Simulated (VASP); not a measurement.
# LiCl (Fm-3m) in VASP: notebook, part 2 of 2

VASP 6.6.1.

## 4. Single point, LDA

Input file INCAR:

```
SYSTEM = LiCl
ALGO = Normal
EDIFF = 1E-6
ENCUT = 750
GGA = CA
GGA_COMPAT = .FALSE.
ISIF = 2
ISMEAR = 0
LASPH = .TRUE.
LCHARG = .FALSE.
LREAL = .FALSE.
LWAVE = .FALSE.
NBANDS = 12
NELM = 120
PREC = Accurate
SIGMA = 0.01
```

Input file KPOINTS:

```
k-points
0
G
  8 8 8
  0 0 0
```

Input file POSCAR:

```
LiCl
1.0
    0.0000000000      2.5560369926      2.5560369926
    2.5560369926      0.0000000000      2.5560369926
    2.5560369926      2.5560369926      0.0000000000
Li Cl
1 1
Direct
    0.0000000000      0.0000000000      0.0000000000
    0.5000000000      0.5000000000      0.5000000000
```

Potentials or basis: VASP PAW LDA potentials, release 64 (Li_sv, Cl).

On the command line:

```sh
cat potpaw_LDA.64/Li_sv/POTCAR potpaw_LDA.64/Cl/POTCAR > POTCAR
mpirun -np 1 vasp_std > vasp.out
```

OUTCAR:

```text
SYSTEM = LiCl
   EDIFF = 1E-6
   ENCUT = 750
   GGA = CA
   ISIF = 2
   ISMEAR = 0
   LASPH = .TRUE.
   LREAL = .FALSE.
   NELM = 120
   PREC = Accurate

 ion  position               nearest neighbor table
   1  0.000  0.000  0.000-   2 2.56   2 2.56   2 2.56   2 2.56   2 2.56   2 2.56
   2  0.500  0.500  0.500-   1 2.56   1 2.56   1 2.56   1 2.56   1 2.56   1 2.56

  LATTYP: Found a face centered cubic cell.
 ALAT       =     5.1120739852

  Lattice vectors:

 A1 = (   0.0000000000,   2.5560369926,   2.5560369926)
 A2 = (   2.5560369926,   0.0000000000,   2.5560369926)
 A3 = (   2.5560369926,   2.5560369926,   0.0000000000)

Analysis of symmetry for initial positions (statically):
=====================================================================
 Subroutine PRICEL returns:
 Original cell was already a primitive cell.

 Routine SETGRP: Setting up the symmetry group for a
 face centered cubic supercell.

 Subroutine GETGRP returns: Found 48 space group operations
 (whereof 48 operations were pure point group operations)
 out of a pool of 48 trial point group operations.

The static configuration has the point symmetry O_h .

Analysis of symmetry for dynamics (positions and initial velocities):
=====================================================================
 Subroutine PRICEL returns:
 Original cell was already a primitive cell.

 Routine SETGRP: Setting up the symmetry group for a
 face centered cubic supercell.

 Subroutine GETGRP returns: Found 48 space group operations
 (whereof 48 operations were pure point group operations)
 out of a pool of 48 trial point group operations.

The dynamic configuration has the point symmetry O_h .

 Subroutine INISYM returns: Found 48 space group operations
 (whereof 48 operations are pure point group operations),
 and found     1 'primitive' translations

----------------------------------------------------------------------------------------

                                     Primitive cell

  volume of cell :      33.3988

  direct lattice vectors                    reciprocal lattice vectors
     0.000000000  2.556036993  2.556036993    -0.195615322  0.195615322  0.195615322
     2.556036993  0.000000000  2.556036993     0.195615322 -0.195615322  0.195615322
     2.556036993  2.556036993  0.000000000     0.195615322  0.195615322 -0.195615322

  length of vectors
     3.614782181  3.614782181  3.614782181     0.338815677  0.338815677  0.338815677

  position of ions in fractional coordinates (direct lattice)
     0.000000000  0.000000000  0.000000000
     0.500000000  0.500000000  0.500000000

  ion indices of the primitive-cell ions
   primitive index   ion index
                 1           1
                 2           2

----------------------------------------------------------------------------------------

 KPOINTS: k-points

Automatic generation of k-mesh.
 Grid dimensions read from file:
 generate k-points for:    8    8    8

 Generating k-lattice:

  Cartesian coordinates                     Fractional coordinates (reciprocal lattice)
[... 22 lines left out ...]
  0.125000  0.125000  0.000000      6.000000
[... 16 lines left out ...]
  0.500000  0.250000  0.125000     48.000000
 -0.375000  0.250000  0.125000     24.000000
 [... further k-points ...]
   k-points           NKPTS =     29   k-points in BZ     NKDIM =     29   number of bands    NBANDS=     12
   number of dos      NEDOS =    301   number of ions     NIONS =      2
   total plane-waves  NPLWV =  32768
   dimension x,y,z NGX =    32 NGY =   32 NGZ =   32
   dimension x,y,z NGXF=    64 NGYF=   64 NGZF=   64
   ions per type =               1   1
   NGX,Y,Z   is equivalent  to a cutoff of  14.72, 14.72, 14.72 a.u.
   NGXF,Y,Z  is equivalent  to a cutoff of  29.43, 29.43, 29.43 a.u.
 SYSTEM =  LiCl
   PREC   = accura    normal or accurate (medium, high low for compatibility)
   ISTART =      0    job   : 0-new  1-cont  2-samecut
   ICHARG =      2    charge: 1-file 2-atom 10-const
   ISPIN  =      1    spin polarized calculation?
   LNONCOLLINEAR =      F non collinear calculations
   LSORBIT =      F    spin-orbit coupling
   LASPH  =      T    aspherical Exc in radial PAW
   ENCUT  =  750.0 eV  55.12 Ry    7.42 a.u.   8.07  8.07  8.07*2*pi/ulx,y,z
   NELM   =    120;   NELMIN=  2; NELMDL= -5     # of ELM steps
   EDIFF  = 0.1E-05   stopping-criterion for ELM
   LREAL  =      F    real-space projection
   EDIFFG = 0.1E-04   stopping-criterion for IOM
   NSW    =      0    number of steps for IOM
   IBRION =     -1    ionic relax: 0-MD 1-quasi-New 2-CG
   NFREE  =      0    steps in history (QN), initial steepest desc. (CG)
   ISIF   =      2    stress and relaxation
   ISYM   =      2    0-nonsym 1-usesym 2-fastsym
   POTIM  = 0.5000    time-step for ionic-motion
   TEBEG  =    0.0;   TEEND  =   0.0 temperature during run
   PSTRESS=    0.0 pullay stress
   NELECT =      10.0000    total number of electrons
   NUPDOWN=      -1.0000    fix difference up-down
   EMIN   =  10.00;   EMAX   =-10.00  energy-range for DOS
   EFERMI =   0.00;   METHOD = LEGACY
   ISMEAR =     0;   SIGMA  =   0.01  broadening in eV -4-tet -1-fermi 0-gaus
   EFERMI_NEDOS =   21; number of points for ismear=-14 and -15
   IALGO  =     38    algorithm
   IMIX   =      4    mixing-type and parameters
     AMIX     =   0.40;   BMIX     =  1.00
     AMIX_MAG =   1.60;   BMIX_MAG =  1.00
  volume/ion in A,a.u.               =      16.70       112.69
  Fermi-wavevector in a.u.,A,eV,Ry     =   1.095211  2.069648 16.320006  1.199487
  Thomas-Fermi vector in A             =   2.231530
   LORBIT       =      0    0 simple, 1 ext, 2 COOP (PROOUT), +10 PAW based schemes
   GGA     = CA    functional components
   LHFCALC =     F    Hartree Fock is set to
   AEXX    =    0.0000 exact exchange contribution
   IVDW    =     0    specifies the selected vdW correction
   LEPSILON=     F    determine dielectric tensor
   LRPA    =     F    only Hartree local field effects (RPA)
 non-spin polarized calculation
 Gauss-broadening in eV      SIGMA  =   0.01
  energy-cutoff  :      750.00
  volume of cell :       33.40
 maximum number of plane-waves:      1588
   NGX = 17   NGY = 17   NGZ = 17

 number of electron      10.0000001 magnetization

 Free energy of the ion-electron system (eV)
  ---------------------------------------------------
  ext. energy  EPLUGINS =         0.00000000
  ---------------------------------------------------
  free energy    TOTEN  =        -8.06624750 eV

  energy without entropy =       -8.06624750  energy(sigma->0) =       -8.06624750

 E-fermi :   0.6394     XC(G=0):  -9.2082

 val. band max:        0.5304261781   @ k =   0.0000   0.0000   0.0000
 cond. band min:       6.5879928143   @ k =   0.0000   0.0000   0.0000
 fundamental gap:      6.0575666363
 Fermi energy:         0.6394228797

 k-point     1 :       0.0000    0.0000    0.0000
  band No.  band energies     occupation
      1     -41.9121      2.00000
      2     -12.8326      2.00000
      3       0.5304      2.00000
      4       0.5304      2.00000
      5       0.5304      2.00000
      6       6.5880      0.00000
      7      12.2757      0.00000
      8      12.2757      0.00000
      9      12.2757      0.00000
     10      14.7009      0.00000
     11      14.7009      0.00000
     12      14.7010      0.00000
[... 331 lines left out ...]
 k-point    24 :      -0.3750    0.2500    0.1250
  band No.  band energies     occupation
      1     -41.9082      2.00000
      2     -12.1070      2.00000
      3      -2.1352      2.00000
      4      -0.8497      2.00000
      5      -0.0763      2.00000
      6       8.4481      0.00000
      7       9.6057      0.00000
      8      10.8186      0.00000
      9      12.0834      0.00000
     10      15.8789      0.00000
     11      16.4369      0.00000
     12      18.6861      0.00000

 [... further k-points ...]

------------------------ aborting loop because EDIFF is reached ----------------------------------------

  FORCE on cell =-STRESS in cart. coord.  units (eV):
  Direction    XX          YY          ZZ          XY          YZ          ZX
  --------------------------------------------------------------------------------------
  -------------------------------------------------------------------------------------
  Total       -0.6313571     -0.6313571     -0.6313571     -0.0000000      0.0000000     -0.0000000
  in kB      -30.2868611    -30.2868611    -30.2868611     -0.0000000      0.0000000     -0.0000000
  external PRESSURE =     -30.2868611 kB  Pullay stress =       0.0000000 kB

 VOLUME and BASIS-vectors are now :
 -----------------------------------------------------------------------------
  energy-cutoff  :      750.00
  volume of cell :       33.40
      direct lattice vectors                 reciprocal lattice vectors
     0.000000000  2.556036993  2.556036993    -0.195615322  0.195615322  0.195615322
     2.556036993  0.000000000  2.556036993     0.195615322 -0.195615322  0.195615322
     2.556036993  2.556036993  0.000000000     0.195615322  0.195615322 -0.195615322

 POSITION                                       TOTAL-FORCE (eV/Angst)
 -----------------------------------------------------------------------------------
      0.00000      0.00000      0.00000         0.000000      0.000000      0.000000
      2.55604      2.55604      2.55604        -0.000000     -0.000000     -0.000000
 -----------------------------------------------------------------------------------
    total drift:                               -0.000000     -0.000000      0.000000

  FREE ENERGIE OF THE ION-ELECTRON SYSTEM (eV)
  ---------------------------------------------------
  free  energy   TOTEN  =        -8.0662475016 eV

  energy  without entropy=       -8.0662475016  energy(sigma->0) =       -8.06624750
```

It took 19 s on 1 thread of Intel Xeon 8259CL, shared host; peak memory 0.15 GiB.

Results:

* Free energy: -8.0662 eV
* Pressure: -3.0 GPa
* Band gap on the k mesh: 6.06 eV

Caveat: the cell stands under tension. A k mesh can miss the band edges.

## 5. Single point, r2SCAN

POSCAR is that of step 4.

Input file INCAR.step1:

```
  PREC = Accurate
  ENCUT = 830
  ISMEAR = 0
  SIGMA = 0.01
  LREAL = F
  LASPH = T
  NELM = 120
  NBANDS = 12
  GGA = PE
  ALGO = Normal
  EDIFF = 1E-5
  LWAVE = T
  LCHARG = F
  GGA_COMPAT = F
```

Input file INCAR.step2:

```
  PREC = Accurate
  ENCUT = 830
  EDIFF = 1E-6
  ISMEAR = 0
  SIGMA = 0.01
  LREAL = F
  LASPH = T
  NELM = 120
  ALGO = Normal
  ISIF = 2
  LWAVE = F
  LCHARG = F
  METAGGA = R2SCAN
  LMIXTAU = T
  NBANDS = 12
  ISTART = 1
  GGA_COMPAT = F
```

Input file KPOINTS:

```
Automatic mesh
0
Gamma
  6 6 6
```

Potentials or basis: VASP PAW PBE potentials, release 64 (Li_sv, Cl).

On the command line:

```sh
cat potpaw_PBE.64/Li_sv/POTCAR potpaw_PBE.64/Cl/POTCAR > POTCAR
cp INCAR.step1 INCAR
mpirun -np 1 vasp_std > vasp.out
cp INCAR.step2 INCAR
mpirun -np 1 vasp_std > vasp.out
```

Wall time 1.7 min (1 thread of Intel Xeon 8259CL, shared host); peak memory 0.21 GiB.

Results (log left out):

| Property | Result |
| --- | --- |
| Free energy | -12.5883 eV |
| Pressure | -0.5 GPa |
| Band gap on the k mesh | 7.36 eV |

Levels at points of the mesh, in eV from the valence-band top:
```
           k point  band 1  band 2  band 3  band 4  band 5  band 6  band 7  band 8  band 9  band 10
(0.00, 0.00, 0.00)  -44.79  -14.02    0.00    0.00    0.00    7.36   12.67   12.67   12.67    15.41
(0.50, 0.00, 0.00)  -44.79  -13.42   -2.88   -0.28   -0.28    7.55   10.31   10.31   14.32    18.07
(0.50, 0.50, 0.00)  -44.79  -13.16   -2.98   -1.14   -1.14    8.79    8.92   13.66   15.50    15.50
```

Caveat: the PAW data sets were made with another functional, which shifts forces and pressure a little. A k mesh can miss the band edges.

## 6. The runs side by side

| level | potentials or basis | k mesh | cutoff (eV) | gap on the mesh (eV) | pressure (GPa) |
| --- | --- | --- | --- | --- | --- |
| r2SCAN | VASP PAW PBE potentials, release 64 (Li_sv, Cl) | 4 × 4 × 4 | 830 | 7.36 | -0.4 |
| PBE | VASP PAW PBE potentials, release 64 (Li_sv, Cl) | 8 × 8 × 8 | 750 | 6.39 | 0.7 |
| LDA | VASP PAW LDA potentials, release 64 (Li_sv, Cl) | 8 × 8 × 8 | 750 | 6.06 | -3.0 |
| r2SCAN | VASP PAW PBE potentials, release 64 (Li_sv, Cl) | 6 × 6 × 6 | 830 | 7.36 | -0.5 |

Alike in all rows: task single point; no spin polarisation; cell as given; smearing gaussian 0.01 eV.

Caveats: some runs use coarse meshes; the PAW data sets were made with another functional, which shifts forces and pressure a little (at least some runs); the cell stands under tension (at least some runs).

Total energies depend on the potentials used, so only differences within one code and one set of settings carry meaning.
